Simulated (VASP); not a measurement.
# TiSi16 (a cell with a defect) in VASP: relaxation of the atoms with PBE+D3(BJ)

Aim: the relaxation of the atoms of TiSi16 (a cell with a defect) with PBE+D3(BJ).

All numbers are computed with VASP 6.6.1; they aren't measurements. Logs are shortened: lines on timing, memory, paths and dates and some standing lists are left out, and cuts for length are marked.

**1. The cell of the first run**

The cell holds a defect, 17 atoms: a = 7.679 Å, b = 7.679 Å, c = 7.679 Å, α = 60.00°, β = 60.00°, γ = 60.00°.

**2. Relaxation of the atoms, PBE+D3(BJ)**

Input file INCAR:

```
SYSTEM = TiSi16
ALGO     = Normal         ! electronic algorithm
EDIFF    = 1E-7           ! SCF threshold, eV
EDIFFG   = -0.08          ! ionic threshold
ENCUT    = 520            ! plane-wave cutoff, eV
GGA      = PE             ! functional
IBRION   = 2              ! ionic algorithm
ISIF     = 2              ! what is computed and relaxed
ISMEAR   = -1             ! smearing method
IVDW     = 12             ! dispersion correction
LASPH    = .True.         ! aspherical terms in the spheres
LCHARG   = .False.        ! write CHGCAR
LREAL    = Auto         
LWAVE    = .False.        ! write WAVECAR
NELM     = 100            ! most SCF steps
NSW      = 45             ! ionic steps
PREC     = Accurate       ! precision mode
SIGMA    = 0.05           ! smearing width, eV
```

Input file KPOINTS:

```
k-points
0
Gamma
  2 2 2
  0 0 0
```

Input file POSCAR:

```
TiSi16
1.0
    0.0000000000      5.4300000000      5.4300000000
    5.4300000000      0.0000000000      5.4300000000
    5.4300000000      5.4300000000      0.0000000000
Si Ti
16 1
Direct
    0.0000000000      0.0000000000      0.0000000000
    0.1250000000      0.1250000000      0.1250000000
    0.0000000000      0.0000000000      0.5000000000
    0.1250000000      0.1250000000      0.6250000000
    0.0000000000      0.5000000000      0.0000000000
    0.1250000000      0.6250000000      0.1250000000
    0.0000000000      0.5000000000      0.5000000000
    0.1250000000      0.6250000000      0.6250000000
    0.5000000000      0.0000000000      0.0000000000
    0.6250000000      0.1250000000      0.1250000000
    0.5000000000      0.0000000000      0.5000000000
    0.6250000000      0.1250000000      0.6250000000
    0.5000000000      0.5000000000      0.0000000000
    0.6250000000      0.6250000000      0.1250000000
    0.5000000000      0.5000000000      0.5000000000
    0.6250000000      0.6250000000      0.6250000000
    0.8738977000      0.8709731000      0.8762139000
```

Potentials or basis: VASP PAW PBE potentials, release 64 (Si, Ti_sv).

Run with:

```console
$ cat potpaw_PBE.64/Si/POTCAR potpaw_PBE.64/Ti_sv/POTCAR > POTCAR
$ mpirun -np 1 vasp_std > vasp.out
```

OUTCAR:

```text
SYSTEM = TiSi16
   EDIFF = 1E-7
   EDIFFG = -0.08
   ENCUT = 520
   GGA = PE
   IBRION = 2
   ISIF = 2
   ISMEAR = -1
   IVDW = 12
   LASPH = .True.
   LREAL = Auto
   NELM = 100
   NSW = 45
   PREC = Accurate
 IVDW          = 12

 ion  position               nearest neighbor table
   1  0.000  0.000  0.000-   2 2.35   4 2.35   6 2.35  10 2.35  17 2.38
   2  0.125  0.125  0.125-   1 2.35   3 2.35   5 2.35   9 2.35
   3  0.000  0.000  0.500-   2 2.35   4 2.35   8 2.35  12 2.35  17 2.36
   4  0.125  0.125  0.625-   1 2.35   3 2.35   7 2.35  11 2.35  17 2.74
   5  0.000  0.500  0.000-  17 2.33   6 2.35   8 2.35  14 2.35   2 2.35
   6  0.125  0.625  0.125-   1 2.35   5 2.35   7 2.35  13 2.35  17 2.71
   7  0.000  0.500  0.500-   4 2.35   6 2.35   8 2.35  16 2.35
   8  0.125  0.625  0.625-   3 2.35   5 2.35   7 2.35  15 2.35  17 2.70
   9  0.500  0.000  0.000-  17 2.34  10 2.35  12 2.35  14 2.35   2 2.35
  10  0.625  0.125  0.125-   1 2.35   9 2.35  11 2.35  13 2.35  17 2.73
  11  0.500  0.000  0.500-   4 2.35  10 2.35  12 2.35  16 2.35
  12  0.625  0.125  0.625-   3 2.35   9 2.35  11 2.35  15 2.35  17 2.72
  13  0.500  0.500  0.000-   6 2.35  10 2.35  14 2.35  16 2.35
  14  0.625  0.625  0.125-   5 2.35   9 2.35  13 2.35  15 2.35  17 2.69
  15  0.500  0.500  0.500-   8 2.35  12 2.35  14 2.35  16 2.35
  16  0.625  0.625  0.625-   7 2.35  11 2.35  13 2.35  15 2.35
  17  0.874  0.871  0.876-   5 2.33   9 2.34   3 2.36   1 2.38  14 2.69   8 2.70   6 2.71  12 2.72
                            10 2.73   4 2.74

  LATTYP: Found a face centered cubic cell.
 ALAT       =    10.8600000000

  Lattice vectors:

 A1 = (   0.0000000000,   5.4300000000,   5.4300000000)
 A2 = (   5.4300000000,   0.0000000000,   5.4300000000)
 A3 = (   5.4300000000,   5.4300000000,   0.0000000000)

Analysis of symmetry for initial positions (statically):
=====================================================================
 Subroutine PRICEL returns:
 Original cell was already a primitive cell.

 Routine SETGRP: Setting up the symmetry group for a
 face centered cubic supercell.

 Subroutine GETGRP returns: Found  1 space group operations
 (whereof  1 operations were pure point group operations)
 out of a pool of 48 trial point group operations.

The static configuration has the point symmetry C_1 .

Analysis of symmetry for dynamics (positions and initial velocities):
=====================================================================
 Subroutine PRICEL returns:
 Original cell was already a primitive cell.

 Routine SETGRP: Setting up the symmetry group for a
 face centered cubic supercell.

 Subroutine GETGRP returns: Found  1 space group operations
 (whereof  1 operations were pure point group operations)
 out of a pool of 48 trial point group operations.

The dynamic configuration has the point symmetry C_1 .

 Subroutine INISYM returns: Found  1 space group operations
 (whereof  1 operations are pure point group operations),
 and found     1 'primitive' translations

----------------------------------------------------------------------------------------

                                     Primitive cell

  volume of cell :     320.2060

  direct lattice vectors                    reciprocal lattice vectors
     0.000000000  5.430000000  5.430000000    -0.092081031  0.092081031  0.092081031
     5.430000000  0.000000000  5.430000000     0.092081031 -0.092081031  0.092081031
     5.430000000  5.430000000  0.000000000     0.092081031  0.092081031 -0.092081031

  length of vectors
     7.679179644  7.679179644  7.679179644     0.159489025  0.159489025  0.159489025

  position of ions in fractional coordinates (direct lattice)
     0.000000000  0.000000000  0.000000000
     0.125000000  0.125000000  0.125000000
     0.000000000  0.000000000  0.500000000
     0.125000000  0.125000000  0.625000000
     0.000000000  0.500000000  0.000000000
     0.125000000  0.625000000  0.125000000
[... 9 lines left out ...]
     0.625000000  0.625000000  0.625000000
     0.873897700  0.870973100  0.876213900

  ion indices of the primitive-cell ions
   primitive index   ion index
                 1           1
                 2           2
                 3           3
                 4           4
                 5           5
                 6           6
[... 9 lines left out ...]
                16          16
                17          17

----------------------------------------------------------------------------------------

 KPOINTS: k-points

Automatic generation of k-mesh.
 Grid dimensions read from file:
 generate k-points for:    2    2    2

 Generating k-lattice:

  Cartesian coordinates                     Fractional coordinates (reciprocal lattice)
    -0.046040516  0.046040516  0.046040516     0.500000000  0.000000000  0.000000000
     0.046040516 -0.046040516  0.046040516     0.000000000  0.500000000  0.000000000
     0.046040516  0.046040516 -0.046040516     0.000000000  0.000000000  0.500000000

  Length of vectors
     0.079744512  0.079744512  0.079744512

  Shift w.r.t. Gamma in fractional coordinates (k-lattice)
     0.000000000  0.000000000  0.000000000

 Subroutine IBZKPT returns following result:
 ===========================================

 Found      8 irreducible k-points:

 Following reciprocal coordinates:
            Coordinates               Weight
  0.000000  0.000000  0.000000      1.000000
  0.500000  0.000000  0.000000      1.000000
  0.000000  0.500000  0.000000      1.000000
  0.000000  0.000000  0.500000      1.000000
  0.500000  0.500000  0.500000      1.000000
  0.500000  0.500000  0.000000      1.000000
  0.000000  0.500000  0.500000      1.000000
  0.500000  0.000000  0.500000      1.000000
   k-points           NKPTS =      8   k-points in BZ     NKDIM =      8   number of bands    NBANDS=     47
   number of dos      NEDOS =    301   number of ions     NIONS =     17
   total plane-waves  NPLWV = 216000
   dimension x,y,z NGX =    60 NGY =   60 NGZ =   60
   dimension x,y,z NGXF=   120 NGYF=  120 NGZF=  120
   ions per type =              16   1
   NGX,Y,Z   is equivalent  to a cutoff of  12.99, 12.99, 12.99 a.u.
   NGXF,Y,Z  is equivalent  to a cutoff of  25.98, 25.98, 25.98 a.u.
 SYSTEM =  TiSi16
   PREC   = accura    normal or accurate (medium, high low for compatibility)
   ISTART =      0    job   : 0-new  1-cont  2-samecut
   ICHARG =      2    charge: 1-file 2-atom 10-const
   ISPIN  =      1    spin polarized calculation?
   LNONCOLLINEAR =      F non collinear calculations
   LSORBIT =      F    spin-orbit coupling
   LASPH  =      T    aspherical Exc in radial PAW
   ENCUT  =  520.0 eV  38.22 Ry    6.18 a.u.  14.28 14.28 14.28*2*pi/ulx,y,z
   NELM   =    100;   NELMIN=  2; NELMDL= -5     # of ELM steps
   EDIFF  = 0.1E-06   stopping-criterion for ELM
   LREAL  =      T    real-space projection
   EDIFFG = -.8E-01   stopping-criterion for IOM
   NSW    =     45    number of steps for IOM
   IBRION =      2    ionic relax: 0-MD 1-quasi-New 2-CG
   NFREE  =      1    steps in history (QN), initial steepest desc. (CG)
   ISIF   =      2    stress and relaxation
   ISYM   =      2    0-nonsym 1-usesym 2-fastsym
   POTIM  = 0.5000    time-step for ionic-motion
   TEBEG  =    0.0;   TEEND  =   0.0 temperature during run
   PSTRESS=    0.0 pullay stress
   NELECT =      76.0000    total number of electrons
   NUPDOWN=      -1.0000    fix difference up-down
   EMIN   =  10.00;   EMAX   =-10.00  energy-range for DOS
   EFERMI =   0.00;   METHOD = LEGACY
   ISMEAR =    -1;   SIGMA  =   0.05  broadening in eV -4-tet -1-fermi 0-gaus
   EFERMI_NEDOS =   21; number of points for ismear=-14 and -15
   IALGO  =     38    algorithm
   IMIX   =      4    mixing-type and parameters
     AMIX     =   0.40;   BMIX     =  1.00
     AMIX_MAG =   1.60;   BMIX_MAG =  1.00
  volume/ion in A,a.u.               =      18.84       127.11
  Fermi-wavevector in a.u.,A,eV,Ry     =   1.013607  1.915439 13.978610  1.027399
  Thomas-Fermi vector in A             =   2.146786
   LORBIT       =      0    0 simple, 1 ext, 2 COOP (PROOUT), +10 PAW based schemes
   GGA     = PE    functional components
   LHFCALC =     F    Hartree Fock is set to
   AEXX    =    0.0000 exact exchange contribution
   IVDW    =    12    specifies the selected vdW correction
   LEPSILON=     F    determine dielectric tensor
   LRPA    =     F    only Hartree local field effects (RPA)
 conjugate gradient relaxation of ions
 non-spin polarized calculation
  energy-cutoff  :      520.00
  volume of cell :      320.21
 maximum number of plane-waves:      8646
 NGX is ok and might be reduce to    60
   NGX = 29   NGY = 29   NGZ = 29

--------------------------------------- Ionic step        1  -------------------------------------------

 number of electron      76.0000004 magnetization

 Free energy of the ion-electron system (eV)
  ---------------------------------------------------
  ext. energy  EPLUGINS =         0.00000000
  ---------------------------------------------------
  free energy    TOTEN  =       -91.90097632 eV

  energy without entropy =      -91.78342101  energy(sigma->0) =      -91.84219867

------------------------ aborting loop because EDIFF is reached ----------------------------------------

 Edisp (eV)   -5.83788

 E8    (eV) :    -2.4419

  FORCE on cell =-STRESS in cart. coord.  units (eV):
  Direction    XX          YY          ZZ          XY          YZ          ZX
  --------------------------------------------------------------------------------------
  -------------------------------------------------------------------------------------
  Total       3.75819     3.76604     3.75591    -0.33325    -0.18288     0.01173
  in kB      18.80443    18.84369    18.79302    -1.66747    -0.91504     0.05868
  external pressure =       18.81 kB  Pullay stress =        0.00 kB

 VOLUME and BASIS-vectors are now :
 -----------------------------------------------------------------------------
  energy-cutoff  :      520.00
  volume of cell :      320.21
      direct lattice vectors                 reciprocal lattice vectors
     0.000000000  5.430000000  5.430000000    -0.092081031  0.092081031  0.092081031
     5.430000000  0.000000000  5.430000000     0.092081031 -0.092081031  0.092081031
     5.430000000  5.430000000  0.000000000     0.092081031  0.092081031 -0.092081031
[... 238 lines left out ...]
      6.78769      6.78749      6.78788        -0.003301      0.000416     -0.005362
      9.49854      9.50267      9.49507         0.044971     -0.004861      0.079699
 -----------------------------------------------------------------------------------
    total drift:                                0.007195     -0.004223      0.010372

  FREE ENERGIE OF THE ION-ELECTRON SYSTEM (eV)
  ---------------------------------------------------
  free  energy   TOTEN  =       -98.1008543607 eV

  energy  without entropy=      -98.0039001155  energy(sigma->0) =      -98.05237724

--------------------------------------- Ionic step        6  -------------------------------------------

 number of electron      75.9999998 magnetization

 Free energy of the ion-electron system (eV)
  ---------------------------------------------------
  ext. energy  EPLUGINS =         0.00000000
  ---------------------------------------------------
  free energy    TOTEN  =       -92.26421633 eV

  energy without entropy =      -92.16643147  energy(sigma->0) =      -92.21532390

 E-fermi :   6.9254     XC(G=0):  -9.7505

 val. band max:        6.8983305472   @ k =   0.5000   0.5000   0.0000
 cond. band min:       6.9652601388   @ k =   0.0000   0.0000   0.5000
 fundamental gap:      0.0669295916
 Fermi energy:         6.9254296797

 k-point     1 :       0.0000    0.0000    0.0000
  band No.  band energies     occupation
      1     -49.8509      2.00000
      2     -26.2263      2.00000
      3     -26.2254      2.00000
      4     -26.2245      2.00000
      5      -5.7205      2.00000
      6      -3.5145      2.00000
[... 419 lines left out ...]
      2.67231      2.67271      0.04161        -0.001726      0.000044     -0.003665
      4.07179      4.07210      1.39409        -0.002465     -0.002198      0.005630
      2.66980      0.04486      2.66953         0.000876     -0.002786     -0.000782
      4.07094      1.39541      4.07072        -0.005323      0.004133     -0.005406
[... 9 lines left out ...]
      6.78755      6.78750      6.78765        -0.000490     -0.000288     -0.000803
      9.50049      9.50252      9.49853        -0.001962     -0.000636     -0.000776
 -----------------------------------------------------------------------------------
    total drift:                               -0.001853      0.001929     -0.004843

  FREE ENERGIE OF THE ION-ELECTRON SYSTEM (eV)
  ---------------------------------------------------
  free  energy   TOTEN  =       -98.1019810859 eV

  energy  without entropy=      -98.0041962211  energy(sigma->0) =      -98.05308865

 reached required accuracy - stopping structural energy minimisation
```

Wall time 19 min (1 thread of Oxide Virtual Turin-like, shared host); peak memory 0.54 GiB.

What came out:

| Property | Result |
| --- | --- |
| Free energy | -98.1020 eV |
| Energy gained by relaxing | 21.4 meV/atom |
| Ionic steps | 6 |
| Pressure after relaxing | 1.0 GPa |
| Largest force after relaxing | 0.012 eV/Å |
| Band gap on the k mesh | zero (bands 38 and 39 overlap by 0.44 eV) |
| Dispersion energy per atom | -0.343 eV |

Forces on the atoms (eV/Å):
```
Si   0.004  0.005  0.002
Si   0.005 -0.002  0.011
Si  -0.002  0.000 -0.004
Si  -0.002 -0.002  0.006
Si   0.001 -0.003 -0.001
Si  -0.005  0.004 -0.005
Si   0.000  0.003  0.006
Si  -0.003  0.003 -0.003
Si  -0.003  0.001 -0.003
Si   0.005 -0.004 -0.004
Si   0.002  0.000  0.003
Si   0.001 -0.005 -0.002
Si   0.006  0.005  0.000
Si  -0.002  0.002 -0.002
Si  -0.004 -0.006 -0.002
Si   0.000  0.000 -0.001
Ti  -0.002 -0.001 -0.001
```

The path:
```tsv
step	energy change (eV)	largest force (eV/Å)	pressure (GPa)
1	0.0000	1.9338	1.88
2	-0.3554	0.3761	0.93
3	-0.3562	0.2683	0.96
4	-0.3620	0.1316	0.95
5	-0.3620	0.1163	0.95
6	-0.3631	0.0120	0.97
```

Final structure:
```yaml
crystal:
  lattice:
    - [0.00000, 5.43000, 5.43000]
    - [5.43000, 0.00000, 5.43000]
    - [5.43000, 5.43000, 0.00000]
  atoms:
    - { symbol: Si, position: [0.00375, 0.00367, 0.00380] }
    - { symbol: Si, position: [0.12480, 0.12425, 0.12524] }
    - { symbol: Si, position: [0.00387, 0.00379, 0.48834] }
    - { symbol: Si, position: [0.12840, 0.12834, 0.62153] }
    - { symbol: Si, position: [0.00411, 0.48752, 0.00415] }
    - { symbol: Si, position: [0.12847, 0.62120, 0.12851] }
    - { symbol: Si, position: [0.99566, 0.50125, 0.50148] }
    - { symbol: Si, position: [0.12851, 0.62124, 0.62165] }
    - { symbol: Si, position: [0.48798, 0.00390, 0.00402] }
    - { symbol: Si, position: [0.62139, 0.12837, 0.12848] }
    - { symbol: Si, position: [0.50134, 0.99567, 0.50143] }
    - { symbol: Si, position: [0.62142, 0.12841, 0.62160] }
    - { symbol: Si, position: [0.50142, 0.50129, 0.99564] }
    - { symbol: Si, position: [0.62151, 0.62127, 0.12858] }
    - { symbol: Si, position: [0.50146, 0.50133, 0.50157] }
    - { symbol: Si, position: [0.62501, 0.62502, 0.62499] }
    - { symbol: Ti, position: [0.87482, 0.87445, 0.87518] }
```

Levels at points of the mesh, in eV from the Fermi level:
```
           k point  band 35  band 36  band 37  band 38  band 39  band 40
(0.00, 0.00, 0.00)    -0.98    -0.98    -0.40    -0.40    -0.39    -0.09
(0.50, 0.00, 0.00)    -1.36    -1.36    -0.27     0.04     0.05     0.45
(0.00, 0.50, 0.00)    -1.36    -1.36    -0.27     0.04     0.05     0.45
(0.00, 0.00, 0.50)    -1.36    -1.36    -0.27     0.04     0.05     0.45
(0.50, 0.50, 0.50)    -1.36    -1.36    -0.27     0.04     0.04     0.45
(0.50, 0.50, 0.00)    -2.00    -1.87    -0.70    -0.03     0.58     0.59
(0.00, 0.50, 0.50)    -2.00    -1.87    -0.70    -0.03     0.58     0.58
(0.50, 0.00, 0.50)    -2.00    -1.87    -0.70    -0.03     0.58     0.58
```

Caveat: the k points lie up to 0.50 Å⁻¹ apart.

The gap in the log of VASP goes by the Fermi energy; the results here count the filled bands.